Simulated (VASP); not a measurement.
# ZrS (Immm) in VASP: a series of runs

ZrS is run at these levels: PBEsol; tasks: single point.

All numbers are computed with VASP 6.6.1; they aren't measurements. Logs are shortened: lines on timing, memory, paths and dates and some standing lists are left out, and cuts for length are marked.

## (1) The cell of the first run

It takes space group Immm (No. 71, orthorhombic). Conventional cell: a = 3.580 Å, b = 3.671 Å, c = 5.192 Å, α = 90.00°, β = 90.00°, γ = 90.00°. Within 3.4 Å of Zr (site symmetry mmm) lie 6 S at 2.56 to 2.60 Å. Within 3.4 Å of S (site symmetry mmm) lie 6 Zr at 2.56 to 2.60 Å.

## (2) Single point, PBEsol (uniaxial strain along a: -2.0 %)

File INCAR:

```
SYSTEM = ZrS
ALGO = Normal ; EDIFF = 1E-6
ENCUT = 520 ; GGA = PS
ISIF = 2 ; ISMEAR = 0
LASPH = .True. ; LCHARG = .False.
LREAL = .False. ; LWAVE = .False.
NBANDS = 26 ; NELM = 80
PREC = Accurate ; SIGMA = 0.1
```

File KPOINTS:

```
k-points
0
Gamma
  14 14 10
  0 0 0
```

File POSCAR:

```
ZrS
1.0
    2.5314138437      2.5314138437      0.0000000000
   -2.5959907274      2.5959907274      0.0000000000
    0.0000000000      0.0000000000      5.1919814549
Zr S
2 2
Direct
    0.0000000000      0.0000000000      0.0000000000
    0.5000000000      0.5000000000      0.5000000000
    0.5000000000      0.5000000000      0.0000000000
    0.0000000000      0.0000000000      0.5000000000
```

Potentials or basis: VASP PAW PBE potentials, release 64 (Zr_sv, S).

Command:

```sh
$ cat potpaw_PBE.64/Zr_sv/POTCAR potpaw_PBE.64/S/POTCAR > POTCAR
$ mpirun -np 1 vasp_std > vasp.out
```

OUTCAR:

```text
SYSTEM = ZrS
   EDIFF = 1E-6
   ENCUT = 520
   GGA = PS
   ISIF = 2
   ISMEAR = 0
   LASPH = .True.
   LREAL = .False.
   NELM = 80
   PREC = Accurate

 ion  position               nearest neighbor table
   1  0.000  0.000  0.000-   3 2.56   3 2.56   3 2.56   3 2.56   4 2.60   4 2.60   2 3.65   2 3.65
                             2 3.65   2 3.65   2 3.65   2 3.65   2 3.65   2 3.65
   2  0.500  0.500  0.500-   4 2.56   4 2.56   4 2.56   4 2.56   3 2.60   3 2.60   1 3.65   1 3.65
                             1 3.65   1 3.65   1 3.65   1 3.65   1 3.65   1 3.65
   3  0.500  0.500  0.000-   1 2.56   1 2.56   1 2.56   1 2.56   2 2.60   2 2.60
   4  0.000  0.000  0.500-   2 2.56   2 2.56   2 2.56   2 2.56   1 2.60   1 2.60

  LATTYP: Found a simple orthorhombic cell.
 ALAT       =     3.5799597897
 B/A-ratio  =     1.0255102041
 C/A-ratio  =     1.4502904390

  Lattice vectors:

 A1 = (   2.5314138437,   2.5314138437,   0.0000000000)
 A2 = (  -2.5959907274,   2.5959907274,   0.0000000000)
 A3 = (   0.0000000000,   0.0000000000,   5.1919814549)

Analysis of symmetry for initial positions (statically):
=====================================================================
 Subroutine PRICEL returns following result:

  LATTYP: Found a body centered orthorhombic cell.
 ALAT       =     3.5799597897
 B/A-ratio  =     1.0255102041
 C/A-ratio  =     1.4502904390

  Lattice vectors:

 A1 = (   0.0322884418,  -2.5637022855,  -2.5959907274)
 A2 = (  -0.0322884418,   2.5637022855,  -2.5959907275)
 A3 = (   2.5637022855,  -0.0322884418,   2.5959907274)

   2 primitive cells build up your supercell.

 Routine SETGRP: Setting up the symmetry group for a
 simple orthorhombic supercell.

 Subroutine GETGRP returns: Found  8 space group operations
 (whereof  8 operations were pure point group operations)
 out of a pool of  8 trial point group operations.

The static configuration has the point symmetry D_2h.

Analysis of symmetry for dynamics (positions and initial velocities):
=====================================================================
 Subroutine PRICEL returns following result:

  LATTYP: Found a body centered orthorhombic cell.
 ALAT       =     3.5799597897
 B/A-ratio  =     1.0255102041
 C/A-ratio  =     1.4502904390

  Lattice vectors:

 A1 = (   0.0322884418,  -2.5637022855,  -2.5959907274)
 A2 = (  -0.0322884418,   2.5637022855,  -2.5959907275)
[... 104 lines left out ...]
   ICHARG =      2    charge: 1-file 2-atom 10-const
   ISPIN  =      1    spin polarized calculation?
   LNONCOLLINEAR =      F non collinear calculations
   LSORBIT =      F    spin-orbit coupling
   LASPH  =      T    aspherical Exc in radial PAW
   ENCUT  =  520.0 eV  38.22 Ry    6.18 a.u.   6.66  6.83  9.65*2*pi/ulx,y,z
   NELM   =     80;   NELMIN=  2; NELMDL= -5     # of ELM steps
   EDIFF  = 0.1E-05   stopping-criterion for ELM
   LREAL  =      F    real-space projection
   EDIFFG = 0.1E-04   stopping-criterion for IOM
   NSW    =      0    number of steps for IOM
   IBRION =     -1    ionic relax: 0-MD 1-quasi-New 2-CG
   NFREE  =      0    steps in history (QN), initial steepest desc. (CG)
   ISIF   =      2    stress and relaxation
   ISYM   =      2    0-nonsym 1-usesym 2-fastsym
   POTIM  = 0.5000    time-step for ionic-motion
   TEBEG  =    0.0;   TEEND  =   0.0 temperature during run
   PSTRESS=    0.0 pullay stress
   NELECT =      36.0000    total number of electrons
   NUPDOWN=      -1.0000    fix difference up-down
   EMIN   =  10.00;   EMAX   =-10.00  energy-range for DOS
   EFERMI =   0.00;   METHOD = LEGACY
   ISMEAR =     0;   SIGMA  =   0.10  broadening in eV -4-tet -1-fermi 0-gaus
   EFERMI_NEDOS =   21; number of points for ismear=-14 and -15
   IALGO  =     38    algorithm
   IMIX   =      4    mixing-type and parameters
     AMIX     =   0.40;   BMIX     =  1.00
     AMIX_MAG =   1.60;   BMIX_MAG =  1.00
  volume/ion in A,a.u.               =      17.06       115.12
  Fermi-wavevector in a.u.,A,eV,Ry     =   1.322815  2.499758 23.808021  1.749840
  Thomas-Fermi vector in A             =   2.452469
   LORBIT       =      0    0 simple, 1 ext, 2 COOP (PROOUT), +10 PAW based schemes
   GGA     = PS    functional components
   LHFCALC =     F    Hartree Fock is set to
   AEXX    =    0.0000 exact exchange contribution
   IVDW    =     0    specifies the selected vdW correction
   LEPSILON=     F    determine dielectric tensor
   LRPA    =     F    only Hartree local field effects (RPA)
 non-spin polarized calculation
 Gauss-broadening in eV      SIGMA  =   0.10
  energy-cutoff  :      520.00
  volume of cell :       68.24
 maximum number of plane-waves:      1868
 NGX is ok and might be reduce to    28
   NGX = 13   NGY = 13   NGZ = 19

 number of electron      36.0000001 magnetization

 Free energy of the ion-electron system (eV)
  ---------------------------------------------------
  ext. energy  EPLUGINS =         0.00000000
  ---------------------------------------------------
  free energy    TOTEN  =       -33.01227548 eV

  energy without entropy =      -32.99915711  energy(sigma->0) =      -33.00571629

 E-fermi :  11.3561     XC(G=0): -11.7435

 val. band max:       11.3560458688   @ k =   0.0000   0.2143   0.0000
 cond. band min:      11.3575883506   @ k =   0.0000   0.0000   0.3000
 fundamental gap:      0.0015424819
 Fermi energy:        11.3561355070

 k-point     1 :       0.0000    0.0000    0.0000
  band No.  band energies     occupation
      1     -38.4097      2.00000
      2     -38.3646      2.00000
      3     -16.7456      2.00000
      4     -16.5666      2.00000
      5     -16.5226      2.00000
      6     -16.4302      2.00000
[... 685 lines left out ...]
     25      15.4507      0.00000
     26      15.4507      0.00000

 [... further k-points ...]
[... 5 lines left out ...]
  --------------------------------------------------------------------------------------
  -------------------------------------------------------------------------------------
  Total        1.3481127      1.3481127     -0.3880813      0.2346982      0.0000000      0.0000000
  in kB       31.6524529     31.6524529     -9.1117944      5.5104981      0.0000000      0.0000000
  external PRESSURE =      18.0643705 kB  Pullay stress =       0.0000000 kB

 VOLUME and BASIS-vectors are now :
 -----------------------------------------------------------------------------
  energy-cutoff  :      520.00
  volume of cell :       68.24
      direct lattice vectors                 reciprocal lattice vectors
     2.531413844  2.531413844  0.000000000     0.197518079  0.197518079  0.000000000
    -2.595990727  2.595990727  0.000000000    -0.192604694  0.192604694  0.000000000
     0.000000000  0.000000000  5.191981455     0.000000000  0.000000000  0.192604694

 POSITION                                       TOTAL-FORCE (eV/Angst)
 -----------------------------------------------------------------------------------
      0.00000      0.00000      0.00000        -0.000000     -0.000000      0.000000
     -0.03229      2.56370      2.59599         0.000000      0.000000     -0.000000
     -0.03229      2.56370      0.00000        -0.000000      0.000000      0.000000
      0.00000      0.00000      2.59599        -0.000000     -0.000000      0.000000
 -----------------------------------------------------------------------------------
    total drift:                               -0.000000      0.000000      0.000000

  FREE ENERGIE OF THE ION-ELECTRON SYSTEM (eV)
  ---------------------------------------------------
  free  energy   TOTEN  =       -33.0122754781 eV

  energy  without entropy=      -32.9991571085  energy(sigma->0) =      -33.00571629
```

stdout:

```text
POSCAR found type information on POSCAR ZrS
 POSCAR found :  2 types and       4 ions
 scaLAPACK will be used
 -----------------------------------------------------------------------------
|                                                                             |
|                                                                             |
|     You enforced a specific xc type in the INCAR file but a different       |
|     I HOPE YOU KNOW WHAT YOU ARE DOING!                                     |
|                                                                             |
 -----------------------------------------------------------------------------

 LDA part: xc-table for (Slater+PW92), standard interpolation
 POSCAR, INCAR and KPOINTS ok, starting setup
 FFT: planning ... GRIDC
 FFT: planning ... GRID_SOFT
 FFT: planning ... GRID
 WAVECAR not read
 entering main loop
```

Wall time 3.2 min (1 thread of Intel Xeon 6975P-C (Granite Rapids), shared host); peak memory 0.6 GiB.

Results:

```
Free energy            : -33.0123 eV
Pressure               : 1.8 GPa
Band gap on the k mesh : zero (band 18 reaches 12.87 eV, above the bottom of band 19 at 9.76 eV)
```

Caveat: the cell differs from its parent crystal (uniaxial strain along a: -2.0 %); the PAW data sets were made with another functional, which shifts forces and pressure a little.

(Continued in part 2 of 2.)
